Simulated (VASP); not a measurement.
# Sn (I4_1/amd) in VASP: further runs

Runs on Sn. Level: LDA. Tasks: single point.

Program: VASP 6.6.1. These are calculated values, not measurements. Logs are shortened: lines on timing, memory, paths and dates and some standing lists are left out, and cuts for length are marked.

## Step 1: The cell of the first run

It takes space group I4_1/amd (No. 141, tetragonal). The conventional cell has a = 5.880 Å, b = 5.880 Å, c = 3.199 Å, α = 90.00°, β = 90.00°, γ = 90.00°. Within 4.0 Å of Sn (site symmetry -4m2) lie 10 Sn at 3.05 to 3.79 Å.

## Step 2: Single point, LDA

File INCAR:

```
ALGO     = Normal         # electronic algorithm
EDIFF    = 1E-7           # SCF threshold, eV
ENCUT    = 520            # plane-wave cutoff, eV
ISIF     = 2              # what is computed and relaxed
ISMEAR   = 0              # smearing method
LASPH    = True           # aspherical terms in the spheres
LCHARG   = True           # write CHGCAR
LELF     = True           # ELF
LREAL    = False          # projectors in reciprocal space
LVHAR    = True         
LWAVE    = False          # write WAVECAR
NBANDS   = 21             # bands
NELM     = 100            # most SCF steps
PREC     = Accurate       # precision mode
SIGMA    = 0.15           # smearing width, eV
```

File KPOINTS:

```
k-points
0
Gamma
  16 16 16
```

File POSCAR:

```
Sn
1.0
   -2.9401404553      2.9401404553      1.5993019889
    2.9401404553     -2.9401404553      1.5993019889
    2.9401404553      2.9401404553     -1.5993019889
Sn
2
Direct
    0.7500000000      0.2500000000      0.5000000000
    0.0000000000      0.0000000000      0.0000000000
```

Potentials or basis: VASP PAW LDA potentials, release 64 (Sn_d).

Started as:

```
cat potpaw_LDA.64/Sn_d/POTCAR > POTCAR
mpirun -np 1 vasp_std > vasp.out
```

OUTCAR:

```text
EDIFF = 1E-7
   ENCUT = 520
   ISIF = 2
   ISMEAR = 0
   LASPH = True
   LREAL = False
   NELM = 100
   PREC = Accurate

 ion  position               nearest neighbor table
   1  0.750  0.250  0.500-   2 3.05   2 3.05   2 3.05   2 3.05
   2  0.000  0.000  0.000-   1 3.05   1 3.05   1 3.05   1 3.05

  LATTYP: Found a body centered tetragonal cell.
 ALAT       =     5.8802809106
 C/A-ratio  =     0.5439542815

  Lattice vectors:

 A1 = (  -2.9401404553,   2.9401404553,   1.5993019889)
 A2 = (   2.9401404553,  -2.9401404553,   1.5993019889)
 A3 = (   2.9401404553,   2.9401404553,  -1.5993019889)

Analysis of symmetry for initial positions (statically):
=====================================================================
 Subroutine PRICEL returns:
 Original cell was already a primitive cell.

 Routine SETGRP: Setting up the symmetry group for a
 body centered tetragonal supercell.

 Subroutine GETGRP returns: Found 16 space group operations
 (whereof  8 operations were pure point group operations)
 out of a pool of 16 trial point group operations.

The static configuration has the point symmetry D_2d.
 The point group associated with its full space group is D_4h.

Analysis of symmetry for dynamics (positions and initial velocities):
=====================================================================
 Subroutine PRICEL returns:
 Original cell was already a primitive cell.

 Routine SETGRP: Setting up the symmetry group for a
 body centered tetragonal supercell.

 Subroutine GETGRP returns: Found 16 space group operations
 (whereof  8 operations were pure point group operations)
 out of a pool of 16 trial point group operations.

The dynamic configuration has the point symmetry D_2d.
 The point group associated with its full space group is D_4h.

 Subroutine INISYM returns: Found 16 space group operations
 (whereof  8 operations are pure point group operations),
 and found     1 'primitive' translations

----------------------------------------------------------------------------------------

                                     Primitive cell

  volume of cell :      55.3002

  direct lattice vectors                    reciprocal lattice vectors
    -2.940140455  2.940140455  1.599301989     0.000000000  0.170059903  0.312636390
     2.940140455 -2.940140455  1.599301989     0.170059903  0.000000000  0.312636390
     2.940140455  2.940140455 -1.599301989     0.170059903  0.170059903  0.000000000

  length of vectors
     4.454954393  4.454954393  4.454954393     0.355895888  0.355895888  0.240501021

  position of ions in fractional coordinates (direct lattice)
     0.750000000  0.250000000  0.500000000
     0.000000000  0.000000000  0.000000000

  ion indices of the primitive-cell ions
   primitive index   ion index
                 1           1
                 2           2

----------------------------------------------------------------------------------------

 KPOINTS: k-points

Automatic generation of k-mesh.
 Grid dimensions read from file:
 generate k-points for:   16   16   16

 Generating k-lattice:

  Cartesian coordinates                     Fractional coordinates (reciprocal lattice)
     0.000000000  0.010628744  0.019539774     0.062500000 -0.000000000  0.000000000
     0.010628744  0.000000000  0.019539774    -0.000000000  0.062500000  0.000000000
     0.010628744  0.010628744  0.000000000     0.000000000  0.000000000  0.062500000

  Length of vectors
     0.022243493  0.022243493  0.015031314

  Shift w.r.t. Gamma in fractional coordinates (k-lattice)
     0.000000000  0.000000000  0.000000000

 Subroutine IBZKPT returns following result:
 ===========================================

 Found    349 irreducible k-points:

 Following reciprocal coordinates:
            Coordinates               Weight
  0.000000  0.000000  0.000000      1.000000
  0.062500 -0.000000  0.000000      8.000000
  0.125000 -0.000000  0.000000      8.000000
  0.187500 -0.000000  0.000000      8.000000
  0.250000 -0.000000  0.000000      8.000000
  0.312500 -0.000000  0.000000      8.000000
[... 16 lines left out ...]
 -0.125000  0.062500 -0.000000     16.000000
 -0.062500  0.062500  0.000000      4.000000
 [... further k-points ...]
   k-points           NKPTS =    349   k-points in BZ     NKDIM =    349   number of bands    NBANDS=     21
   number of dos      NEDOS =    301   number of ions     NIONS =      2
   total plane-waves  NPLWV =  46656
   dimension x,y,z NGX =    36 NGY =   36 NGZ =   36
   dimension x,y,z NGXF=    72 NGYF=   72 NGZF=   72
   ions per type =               2
   NGX,Y,Z   is equivalent  to a cutoff of  13.43, 13.43, 13.43 a.u.
   NGXF,Y,Z  is equivalent  to a cutoff of  26.87, 26.87, 26.87 a.u.
 SYSTEM =  unknown system
   PREC   = accura    normal or accurate (medium, high low for compatibility)
   ISTART =      0    job   : 0-new  1-cont  2-samecut
   ICHARG =      2    charge: 1-file 2-atom 10-const
   ISPIN  =      1    spin polarized calculation?
   LNONCOLLINEAR =      F non collinear calculations
   LSORBIT =      F    spin-orbit coupling
   LASPH  =      T    aspherical Exc in radial PAW
   ENCUT  =  520.0 eV  38.22 Ry    6.18 a.u.   8.28  8.28  8.28*2*pi/ulx,y,z
   NELM   =    100;   NELMIN=  2; NELMDL= -5     # of ELM steps
   EDIFF  = 0.1E-06   stopping-criterion for ELM
   LREAL  =      F    real-space projection
   EDIFFG = 0.1E-05   stopping-criterion for IOM
   NSW    =      0    number of steps for IOM
   IBRION =     -1    ionic relax: 0-MD 1-quasi-New 2-CG
   NFREE  =      0    steps in history (QN), initial steepest desc. (CG)
   ISIF   =      2    stress and relaxation
   ISYM   =      2    0-nonsym 1-usesym 2-fastsym
   POTIM  = 0.5000    time-step for ionic-motion
   TEBEG  =    0.0;   TEEND  =   0.0 temperature during run
   PSTRESS=    0.0 pullay stress
   NELECT =      28.0000    total number of electrons
   NUPDOWN=      -1.0000    fix difference up-down
   EMIN   =  10.00;   EMAX   =-10.00  energy-range for DOS
   EFERMI =   0.00;   METHOD = LEGACY
   ISMEAR =     0;   SIGMA  =   0.15  broadening in eV -4-tet -1-fermi 0-gaus
   EFERMI_NEDOS =   21; number of points for ismear=-14 and -15
   IALGO  =     38    algorithm
   IMIX   =      4    mixing-type and parameters
     AMIX     =   0.40;   BMIX     =  1.00
     AMIX_MAG =   1.60;   BMIX_MAG =  1.00
  volume/ion in A,a.u.               =      27.65       186.59
  Fermi-wavevector in a.u.,A,eV,Ry     =   1.304824  2.465760 23.164816  1.702566
  Thomas-Fermi vector in A             =   2.435734
   LORBIT       =      0    0 simple, 1 ext, 2 COOP (PROOUT), +10 PAW based schemes
   GGA     = CA    functional components
   LHFCALC =     F    Hartree Fock is set to
   AEXX    =    0.0000 exact exchange contribution
   IVDW    =     0    specifies the selected vdW correction
   LEPSILON=     F    determine dielectric tensor
   LRPA    =     F    only Hartree local field effects (RPA)
 non-spin polarized calculation
 Gauss-broadening in eV      SIGMA  =   0.15
  energy-cutoff  :      520.00
  volume of cell :       55.30
 maximum number of plane-waves:      1507
 NGX is ok and might be reduce to    36
   NGX = 17   NGY = 17   NGZ = 17

 number of electron      27.9999990 magnetization

 Free energy of the ion-electron system (eV)
  ---------------------------------------------------
  ext. energy  EPLUGINS =         0.00000000
  ---------------------------------------------------
  free energy    TOTEN  =        -8.95976655 eV

  energy without entropy =       -8.94952132  energy(sigma->0) =       -8.95464393

 E-fermi :   7.4729     XC(G=0): -10.4589

 val. band max:        7.4727607741   @ k =  -0.0625   0.4375   0.0625
 cond. band min:       7.4736319613   @ k =   0.3750   0.3750   0.1250
 fundamental gap:      0.0008711871
 Fermi energy:         7.4728995832

 k-point     1 :       0.0000    0.0000    0.0000
  band No.  band energies     occupation
      1     -14.0555      2.00000
      2     -13.9761      2.00000
      3     -13.9321      2.00000
      4     -13.9230      2.00000
      5     -13.7781      2.00000
      6     -13.7781      2.00000
[... 13 lines left out ...]
     20      17.3089      0.00000
     21      17.9721      0.00000

 k-point     2 :       0.0625   -0.0000    0.0000
  band No.  band energies     occupation
      1     -14.0532      2.00000
      2     -13.9684      2.00000
      3     -13.9294      2.00000
      4     -13.9139      2.00000
      5     -13.7838      2.00000
      6     -13.7832      2.00000
[... 13 lines left out ...]
     20      17.2001      0.00000
     21      17.4139      0.00000

 k-point     3 :       0.1250   -0.0000    0.0000
  band No.  band energies     occupation
      1     -14.0461      2.00000
      2     -13.9470      2.00000
      3     -13.9217      2.00000
      4     -13.8901      2.00000
      5     -13.7971      2.00000
      6     -13.7916      2.00000
[... 13 lines left out ...]
     20      16.2141      0.00000
     21      16.3304      0.00000

 k-point     4 :       0.1875   -0.0000    0.0000
  band No.  band energies     occupation
      1     -14.0347      2.00000
      2     -13.9179      2.00000
      3     -13.9100      2.00000
      4     -13.8629      2.00000
      5     -13.8143      2.00000
      6     -13.7927      2.00000
[... 13 lines left out ...]
     20      15.3575      0.00000
     21      15.8707      0.00000

 k-point     5 :       0.2500   -0.0000    0.0000
  band No.  band energies     occupation
      1     -14.0209      2.00000
      2     -13.8970      2.00000
      3     -13.8921      2.00000
      4     -13.8528      2.00000
      5     -13.8315      2.00000
      6     -13.7926      2.00000
[... 13 lines left out ...]
     20      14.7044      0.00000
     21      16.0473      0.00000
[... 382 lines left out ...]
     20      15.6790      0.00000
     21      15.8370      0.00000

 k-point    22 :      -0.1875    0.0625   -0.0000
  band No.  band energies     occupation
      1     -14.0376      2.00000
      2     -13.9491      2.00000
      3     -13.9146      2.00000
      4     -13.8976      2.00000
      5     -13.7967      2.00000
      6     -13.7854      2.00000
[... 13 lines left out ...]
     20      16.3109      0.00000
     21      16.5351      0.00000

 k-point    23 :      -0.1250    0.0625   -0.0000
  band No.  band energies     occupation
      1     -14.0471      2.00000
      2     -13.9695      2.00000
      3     -13.9244      2.00000
      4     -13.9181      2.00000
      5     -13.7852      2.00000
      6     -13.7795      2.00000
[... 13 lines left out ...]
     20      17.2637      0.00000
     21      17.4906      0.00000

 k-point    24 :      -0.0625    0.0625    0.0000
  band No.  band energies     occupation
      1     -14.0524      2.00000
      2     -13.9767      2.00000
      3     -13.9296      2.00000
      4     -13.9250      2.00000
      5     -13.7796      2.00000
      6     -13.7763      2.00000
[... 13 lines left out ...]
     20      17.5284      0.00000
     21      17.9438      0.00000

 [... further k-points ...]
[... 5 lines left out ...]
  --------------------------------------------------------------------------------------
  -------------------------------------------------------------------------------------
  Total       -0.9431073     -0.9431073     -1.1127317      0.0000000      0.0000000      0.0000000
  in kB      -27.3240506    -27.3240506    -32.2384702      0.0000000      0.0000000      0.0000000
  external PRESSURE =     -28.9621904 kB  Pullay stress =       0.0000000 kB

 VOLUME and BASIS-vectors are now :
 -----------------------------------------------------------------------------
  energy-cutoff  :      520.00
  volume of cell :       55.30
      direct lattice vectors                 reciprocal lattice vectors
    -2.940140455  2.940140455  1.599301989     0.000000000  0.170059903  0.312636390
     2.940140455 -2.940140455  1.599301989     0.170059903  0.000000000  0.312636390
     2.940140455  2.940140455 -1.599301989     0.170059903  0.170059903  0.000000000

 POSITION                                       TOTAL-FORCE (eV/Angst)
 -----------------------------------------------------------------------------------
      0.00000      2.94014      0.79965        -0.000000     -0.000000     -0.000000
      0.00000      0.00000      0.00000         0.000000      0.000000      0.000000
 -----------------------------------------------------------------------------------
    total drift:                               -0.000000      0.000000     -0.000000

  FREE ENERGIE OF THE ION-ELECTRON SYSTEM (eV)
  ---------------------------------------------------
  free  energy   TOTEN  =        -8.9597665455 eV

  energy  without entropy=       -8.9495213154  energy(sigma->0) =       -8.95464393
```

Run time: 2.1 min. Hardware: 1 thread of Intel Xeon 6975P-C (Granite Rapids), shared host; peak memory 0.41 GiB.

Results:

```yaml
Free_energy: -8.9598 eV
Pressure: -2.9 GPa
Band_gap_on_the_k_mesh: zero (band 14 reaches 9.04 eV, above the bottom of band 15 at 4.88 eV)
```

Stress tensor (GPa, compression positive):
```
-2.73  0.00  0.00
 0.00 -2.73  0.00
 0.00  0.00 -3.22
```

Levels at points of the mesh, in eV from the Fermi level:
| k point | band 10 | band 11 | band 12 | band 13 | band 14 | band 15 | band 16 | band 17 | band 18 | band 19 |
| --- | --- | --- | --- | --- | --- | --- | --- | --- | --- | --- |
| (0.00, 0.00, 0.00) | -21.05 | -11.02 | -3.80 | -1.93 | -1.93 | 3.09 | 6.05 | 6.05 | 6.66 | 6.74 |
| (0.50, 0.00, 0.00) | -21.11 | -6.93 | -5.36 | -2.37 | -1.66 | -1.10 | 2.32 | 2.76 | 4.56 | 7.16 |
| (0.50, 0.50, 0.00) | -21.17 | -8.82 | -8.82 | 0.59 | 0.59 | 1.51 | 1.51 | 5.90 | 5.90 | 9.55 |
| (0.50, 0.50, 0.50) | -21.24 | -7.56 | -7.56 | -4.67 | -4.67 | 4.98 | 4.98 | 9.06 | 9.06 | 12.53 |

Caveat: spin-orbit coupling is left out, which moves the levels of the heavy elements.

(Continued in part 2 of 2.)
